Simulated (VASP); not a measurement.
# P (Fm-3m) in VASP: a series of runs

P is run at these levels: r2SCAN; tasks: single point.

Everything below comes from runs of VASP 6.6.1. Logs are shortened: lines on timing, memory, paths and dates and some standing lists are left out, and cuts for length are marked.

## (1) The cell of the first run

It takes space group Fm-3m (No. 225, cubic). The conventional cell has a = 3.984 Å, b = 3.984 Å, c = 3.984 Å, α = 90.00°, β = 90.00°, γ = 90.00°. Within 3.7 Å of P (site symmetry m-3m) lie 12 P at 2.82 Å.

## (2) Single point, r2SCAN (volume scaled by 1.08)

POSCAR reads:

```
P
1.0
    0.0000000000      1.9921998360      1.9921998360
    1.9921998360      0.0000000000      1.9921998360
    1.9921998360      1.9921998360      0.0000000000
P
1
Direct
    0.0000000000      0.0000000000      0.0000000000
```

INCAR.step1 reads:

```
SYSTEM = P
PREC     = Accurate       ! precision mode
ENCUT    = 520            ! plane-wave cutoff, eV
ISMEAR   = -1             ! smearing method
SIGMA    = 0.1            ! smearing width, eV
LREAL    = .False.        ! projectors in reciprocal space
LASPH    = .True.         ! aspherical terms in the spheres
NELM     = 80             ! most SCF steps
NBANDS   = 8              ! bands
GGA      = PE             ! functional
ALGO     = Normal         ! electronic algorithm
EDIFF    = 1E-4           ! SCF threshold, eV
LWAVE    = .True.         ! write WAVECAR
LCHARG   = .False.        ! write CHGCAR
```

INCAR.step2 reads:

```
SYSTEM = P
PREC     = Accurate       ! precision mode
ENCUT    = 520            ! plane-wave cutoff, eV
EDIFF    = 1E-6           ! SCF threshold, eV
ISMEAR   = -1             ! smearing method
SIGMA    = 0.1            ! smearing width, eV
LREAL    = .False.        ! projectors in reciprocal space
LASPH    = .True.         ! aspherical terms in the spheres
NELM     = 80             ! most SCF steps
ALGO     = Normal         ! electronic algorithm
ISIF     = 2              ! what is computed and relaxed
LWAVE    = .False.        ! write WAVECAR
LCHARG   = .False.        ! write CHGCAR
METAGGA  = R2SCAN         ! meta-GGA
LMIXTAU  = .True.       
NBANDS   = 8              ! bands
ISTART   = 1
```

KPOINTS reads:

```
Automatic mesh
0
Gamma
  16 16 16
  0 0 0
```

Potentials or basis: VASP PAW PBE potentials, release 64 (P).

The run is started by

```console
$ cat potpaw_PBE.64/P/POTCAR > POTCAR
$ cp INCAR.step1 INCAR
$ mpirun -np 1 vasp_std > vasp.out
$ cp INCAR.step2 INCAR
$ mpirun -np 1 vasp_std > vasp.out
```

OUTCAR:

```text
SYSTEM = P
   PREC = Accurate
   ENCUT = 520
   EDIFF = 1E-6
   ISMEAR = -1
   LREAL = .False.
   LASPH = .True.
   NELM = 80
   ISIF = 2
   METAGGA = R2SCAN
   ISTART = 1

 ion  position               nearest neighbor table
   1  0.000  0.000  0.000-

  LATTYP: Found a face centered cubic cell.
 ALAT       =     3.9843996720

  Lattice vectors:

 A1 = (   0.0000000000,   1.9921998360,   1.9921998360)
 A2 = (   1.9921998360,   0.0000000000,   1.9921998360)
 A3 = (   1.9921998360,   1.9921998360,   0.0000000000)

Analysis of symmetry for initial positions (statically):
=====================================================================
 Subroutine PRICEL returns:
 Original cell was already a primitive cell.

 Routine SETGRP: Setting up the symmetry group for a
 face centered cubic supercell.

 Subroutine GETGRP returns: Found 48 space group operations
 (whereof 48 operations were pure point group operations)
 out of a pool of 48 trial point group operations.

The static configuration has the point symmetry O_h .

Analysis of symmetry for dynamics (positions and initial velocities):
=====================================================================
 Subroutine PRICEL returns:
 Original cell was already a primitive cell.

 Routine SETGRP: Setting up the symmetry group for a
 face centered cubic supercell.

 Subroutine GETGRP returns: Found 48 space group operations
 (whereof 48 operations were pure point group operations)
 out of a pool of 48 trial point group operations.

The dynamic configuration has the point symmetry O_h .

 Subroutine INISYM returns: Found 48 space group operations
 (whereof 48 operations are pure point group operations),
 and found     1 'primitive' translations

----------------------------------------------------------------------------------------

                                     Primitive cell

  volume of cell :      15.8135

  direct lattice vectors                    reciprocal lattice vectors
     0.000000000  1.992199836  1.992199836    -0.250978838  0.250978838  0.250978838
     1.992199836  0.000000000  1.992199836     0.250978838 -0.250978838  0.250978838
     1.992199836  1.992199836  0.000000000     0.250978838  0.250978838 -0.250978838

  length of vectors
     2.817396027  2.817396027  2.817396027     0.434708099  0.434708099  0.434708099

  position of ions in fractional coordinates (direct lattice)
     0.000000000  0.000000000  0.000000000

  ion indices of the primitive-cell ions
   primitive index   ion index
                 1           1

----------------------------------------------------------------------------------------

 KPOINTS: Automatic mesh

Automatic generation of k-mesh.
 Grid dimensions read from file:
 generate k-points for:   16   16   16

 Generating k-lattice:

  Cartesian coordinates                     Fractional coordinates (reciprocal lattice)
    -0.015686177  0.015686177  0.015686177     0.062500000  0.000000000  0.000000000
     0.015686177 -0.015686177  0.015686177     0.000000000  0.062500000  0.000000000
     0.015686177  0.015686177 -0.015686177     0.000000000  0.000000000  0.062500000

  Length of vectors
     0.027169256  0.027169256  0.027169256

  Shift w.r.t. Gamma in fractional coordinates (k-lattice)
     0.000000000  0.000000000  0.000000000

 Subroutine IBZKPT returns following result:
 ===========================================

 Found    145 irreducible k-points:

 Following reciprocal coordinates:
            Coordinates               Weight
  0.000000  0.000000  0.000000      1.000000
  0.062500  0.000000  0.000000      8.000000
  0.125000  0.000000  0.000000      8.000000
  0.187500  0.000000  0.000000      8.000000
  0.250000  0.000000  0.000000      8.000000
  0.312500  0.000000  0.000000      8.000000
[... 16 lines left out ...]
 -0.125000  0.062500  0.000000     24.000000
 -0.062500  0.062500  0.000000     12.000000
 [... further k-points ...]
   k-points           NKPTS =    145   k-points in BZ     NKDIM =    145   number of bands    NBANDS=      8
   number of dos      NEDOS =    301   number of ions     NIONS =      1
   total plane-waves  NPLWV =  13824
   dimension x,y,z NGX =    24 NGY =   24 NGZ =   24
   dimension x,y,z NGXF=    48 NGYF=   48 NGZF=   48
   ions per type =               1
   NGX,Y,Z   is equivalent  to a cutoff of  14.16, 14.16, 14.16 a.u.
   NGXF,Y,Z  is equivalent  to a cutoff of  28.32, 28.32, 28.32 a.u.
 SYSTEM =  P
   PREC   = accura    normal or accurate (medium, high low for compatibility)
   ISTART =      1    job   : 0-new  1-cont  2-samecut
   ICHARG =      0    charge: 1-file 2-atom 10-const
   ISPIN  =      1    spin polarized calculation?
   LNONCOLLINEAR =      F non collinear calculations
   LSORBIT =      F    spin-orbit coupling
   LASPH  =      T    aspherical Exc in radial PAW
   ENCUT  =  520.0 eV  38.22 Ry    6.18 a.u.   5.24  5.24  5.24*2*pi/ulx,y,z
   NELM   =     80;   NELMIN=  2; NELMDL=  0     # of ELM steps
   EDIFF  = 0.1E-05   stopping-criterion for ELM
   LREAL  =      F    real-space projection
   EDIFFG = 0.1E-04   stopping-criterion for IOM
   NSW    =      0    number of steps for IOM
   IBRION =     -1    ionic relax: 0-MD 1-quasi-New 2-CG
   NFREE  =      0    steps in history (QN), initial steepest desc. (CG)
   ISIF   =      2    stress and relaxation
   ISYM   =      2    0-nonsym 1-usesym 2-fastsym
   POTIM  = 0.5000    time-step for ionic-motion
   TEBEG  =    0.0;   TEEND  =   0.0 temperature during run
   PSTRESS=    0.0 pullay stress
   NELECT =       5.0000    total number of electrons
   NUPDOWN=      -1.0000    fix difference up-down
   EMIN   =  10.00;   EMAX   =-10.00  energy-range for DOS
   EFERMI =   0.00;   METHOD = LEGACY
   ISMEAR =    -1;   SIGMA  =   0.10  broadening in eV -4-tet -1-fermi 0-gaus
   EFERMI_NEDOS =   21; number of points for ismear=-14 and -15
   IALGO  =     38    algorithm
   IMIX   =      4    mixing-type and parameters
     AMIX     =   0.40;   BMIX     =  1.00
     AMIX_MAG =   1.60;   BMIX_MAG =  1.00
  volume/ion in A,a.u.               =      15.81       106.71
  Fermi-wavevector in a.u.,A,eV,Ry     =   1.115292  2.107596 16.923965  1.243876
  Thomas-Fermi vector in A             =   2.251895
   LORBIT       =      0    0 simple, 1 ext, 2 COOP (PROOUT), +10 PAW based schemes
   METAGGA = R2SCAN    functional components
   LHFCALC =     F    Hartree Fock is set to
   AEXX    =    0.0000 exact exchange contribution
   IVDW    =     0    specifies the selected vdW correction
   LEPSILON=     F    determine dielectric tensor
   LRPA    =     F    only Hartree local field effects (RPA)
 non-spin polarized calculation
  energy-cutoff  :      520.00
  volume of cell :       15.81
 maximum number of plane-waves:       444
 NGX is ok and might be reduce to    24
   NGX = 11   NGY = 11   NGZ = 11

 number of electron       5.0000000 magnetization

 Free energy of the ion-electron system (eV)
  ---------------------------------------------------
  ext. energy  EPLUGINS =         0.00000000
  ---------------------------------------------------
  free energy    TOTEN  =        -7.84243664 eV

  energy without entropy =       -7.82441799  energy(sigma->0) =       -7.83342731

 E-fermi :   8.5983     XC(G=0): -11.7934

 val. band max:        8.5917597683   @ k =   0.5000   0.2500   0.0625
 cond. band min:       8.6419225947   @ k =  -0.4375   0.5000   0.0625
 fundamental gap:      0.0501628265
 Fermi energy:         8.5982533542

 k-point     1 :       0.0000    0.0000    0.0000
  band No.  band energies     occupation
      1      -7.7599      2.00000
      2      15.0618      0.00000
      3      15.0618      0.00000
      4      15.0618      0.00000
      5      20.5143      0.00000
      6      20.5143      0.00000
      7      20.5143      0.00000
      8      26.6677      0.00000

 k-point     2 :       0.0625    0.0000    0.0000
  band No.  band energies     occupation
      1      -7.6517      2.00000
      2      14.2331      0.00000
      3      14.9203      0.00000
      4      14.9203      0.00000
      5      20.5379      0.00000
      6      20.7644      0.00000
      7      20.7644      0.00000
      8      26.2809      0.00000

 k-point     3 :       0.1250    0.0000    0.0000
  band No.  band energies     occupation
      1      -7.3278      2.00000
      2      12.3278      0.00000
      3      14.5780      0.00000
      4      14.5780      0.00000
      5      20.4356      0.00000
      6      21.3404      0.00000
      7      21.3404      0.00000
      8      25.5374      0.00000

 k-point     4 :       0.1875    0.0000    0.0000
  band No.  band energies     occupation
      1      -6.7910      2.00000
      2      10.0533      0.00000
      3      14.1767      0.00000
      4      14.1767      0.00000
      5      20.1918      0.00000
      6      21.7065      0.00000
      7      21.7065      0.00000
      8      25.2645      0.00000

 k-point     5 :       0.2500    0.0000    0.0000
  band No.  band energies     occupation
      1      -6.0470      2.00000
      2       7.7301      1.99966
      3      13.8095      0.00000
      4      13.8095      0.00000
      5      19.9228      0.00000
      6      21.3767      0.00000
      7      21.3767      0.00000
      8      26.0549      0.00000
[... 177 lines left out ...]
 k-point    22 :      -0.1875    0.0625    0.0000
  band No.  band energies     occupation
      1      -6.4703      2.00000
      2       9.3382      0.00122
      3      12.7977      0.00000
      4      14.5465      0.00000
      5      20.4413      0.00000
      6      21.4055      0.00000
      7      21.9997      0.00000
      8      24.2363      0.00000

 k-point    23 :      -0.1250    0.0625    0.0000
  band No.  band energies     occupation
      1      -7.0766      2.00000
      2      11.6157      0.00000
      3      13.2637      0.00000
      4      14.8886      0.00000
      5      20.5035      0.00000
      6      21.2269      0.00000
      7      22.0732      0.00000
      8      24.3387      0.00000

 k-point    24 :      -0.0625    0.0625    0.0000
  band No.  band energies     occupation
      1      -7.4716      2.00000
      2      13.4962      0.00000
      3      13.9480      0.00000
      4      15.0506      0.00000
      5      20.4425      0.00000
      6      20.7992      0.00000
      7      21.5589      0.00000
      8      25.2728      0.00000

 [... further k-points ...]

------------------------ aborting loop because EDIFF is reached ----------------------------------------

  FORCE on cell =-STRESS in cart. coord.  units (eV):
  Direction    XX          YY          ZZ          XY          YZ          ZX
  --------------------------------------------------------------------------------------
  -------------------------------------------------------------------------------------
  Total       -0.5856232     -0.5856232     -0.5856232     -0.0000000     -0.0000000      0.0000000
  in kB      -59.3335282    -59.3335282    -59.3335282     -0.0000000     -0.0000000      0.0000000
  external PRESSURE =     -59.3335282 kB  Pullay stress =       0.0000000 kB

 VOLUME and BASIS-vectors are now :
 -----------------------------------------------------------------------------
  energy-cutoff  :      520.00
  volume of cell :       15.81
      direct lattice vectors                 reciprocal lattice vectors
     0.000000000  1.992199836  1.992199836    -0.250978838  0.250978838  0.250978838
     1.992199836  0.000000000  1.992199836     0.250978838 -0.250978838  0.250978838
     1.992199836  1.992199836  0.000000000     0.250978838  0.250978838 -0.250978838

 POSITION                                       TOTAL-FORCE (eV/Angst)
 -----------------------------------------------------------------------------------
      0.00000      0.00000      0.00000         0.000000      0.000000      0.000000
 -----------------------------------------------------------------------------------
    total drift:                                0.000000     -0.000000     -0.000000

  FREE ENERGIE OF THE ION-ELECTRON SYSTEM (eV)
  ---------------------------------------------------
  free  energy   TOTEN  =        -7.8424366353 eV

  energy  without entropy=       -7.8244179887  energy(sigma->0) =       -7.83342731
```

Wall time 20 s (1 thread of Intel Xeon 6975P-C (Granite Rapids), shared host); peak memory 0.14 GiB.

Results:

- Free energy: -7.8424 eV
- Pressure: -5.9 GPa

Levels at points of the mesh, in eV from the Fermi level:
| k point | band 1 | band 2 | band 3 | band 4 | band 5 | band 6 | band 7 |
| --- | --- | --- | --- | --- | --- | --- | --- |
| (0.00, 0.00, 0.00) | -16.36 | 6.46 | 6.46 | 6.46 | 11.92 | 11.92 | 11.92 |
| (0.50, 0.00, 0.00) | -10.76 | -7.77 | 4.56 | 4.56 | 10.83 | 11.01 | 11.01 |
| (0.50, 0.50, 0.00) | -8.22 | -6.55 | 0.63 | 0.63 | 4.95 | 5.54 | 23.31 |

Caveat: the PAW data sets were made with another functional, which shifts forces and pressure a little.

## (3) Single point, r2SCAN (volume scaled by 1.12)

POSCAR reads:

```
P
1.0
    0.0000000000      2.0164973506      2.0164973506
    2.0164973506      0.0000000000      2.0164973506
    2.0164973506      2.0164973506      0.0000000000
P
1
Direct
    0.0000000000      0.0000000000      0.0000000000
```

INCAR.step1 reads:

```
SYSTEM = P
PREC = Accurate
ENCUT = 520
ISMEAR = -1
SIGMA = 0.1
LREAL = .False.
LASPH = .True.
NELM = 80
NBANDS = 8
GGA = PE
ALGO = Normal
EDIFF = 1E-4
LWAVE = .True.
LCHARG = .False.
```

INCAR.step2 reads:

```
SYSTEM = P
PREC = Accurate
ENCUT = 520
EDIFF = 1E-7
ISMEAR = -1
SIGMA = 0.1
LREAL = .False.
LASPH = .True.
NELM = 80
ALGO = Normal
ISIF = 2
LWAVE = .False.
LCHARG = .False.
METAGGA = R2SCAN
LMIXTAU = .True.
NBANDS = 8
ISTART = 1
```

KPOINTS reads:

```
regular mesh
0
Gamma
  16 16 16
  0 0 0
```

Potentials or basis: VASP PAW PBE potentials, release 64 (P).

The run is started by

```console
$ cat potpaw_PBE.64/P/POTCAR > POTCAR
$ cp INCAR.step1 INCAR
$ mpirun -np 1 vasp_std > vasp.out
$ cp INCAR.step2 INCAR
$ mpirun -np 1 vasp_std > vasp.out
```

It took 21 s on 1 thread of Intel Xeon 6975P-C (Granite Rapids), shared host; peak memory 0.14 GiB.

It converged, with:

```yaml
Free_energy: -7.8164 eV
Pressure: -8.3 GPa
```

Levels at points of the mesh, in eV from the Fermi level:
```
           k point  band 1  band 2  band 3  band 4  band 5  band 6
(0.00, 0.00, 0.00)  -15.99    6.15    6.15    6.15   11.84   11.84
(0.50, 0.00, 0.00)  -10.64   -7.47    4.34    4.34   10.59   10.97
(0.50, 0.50, 0.00)   -8.24   -6.30    0.60    0.60    5.08    5.53
```

Caveat: the PAW data sets were made with another functional, which shifts forces and pressure a little.

(Part 1 of 2 ends here.)
